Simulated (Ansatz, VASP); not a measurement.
## One calculation of ZnS, two programs

```
CELL_PARAMETERS angstrom
0.00000 2.67817 2.67817
2.67817 0.00000 2.67817
2.67817 2.67817 0.00000
ATOMIC_POSITIONS crystal
Zn 0.00000 0.00000 0.00000
S 0.75000 0.75000 0.75000
```

Alike in both runs: functional PBEsol; k mesh 10 × 10 × 10; occupations gaussian, width 0.02 eV; no spin polarisation.

Ansatz relaxed the structure, and its values are those at the end. VASP's run is a single point on that final structure, the one shown.

|  | VASP | Ansatz |
| --- | --- | --- |
| version | VASP 6.6.1 | Ansatz 0.2.0 |
| potentials or method | VASP PAW PBE potentials, release 64 (Zn, S), cutoff 520 eV | scalar-relativistic, plane waves, PAW |
| valence electrons in the cell | 18 | 18 |

Ansatz gave:

- gap on the k mesh at the Fermi level (eV): 2.08
- least direct gap on the mesh (eV): 2.08
- pressure (GPa): 0.0

Estimate VASP's values.

gap on the k mesh at the Fermi level (eV): 2.09; least direct gap on the mesh (eV): 2.09; pressure (GPa): 0.2.

VASP's potentials were made for PBE, not for PBEsol, and Ansatz warns of the same on its side. With one functional, cell and mesh, what is left measures potentials, basis and numerics.
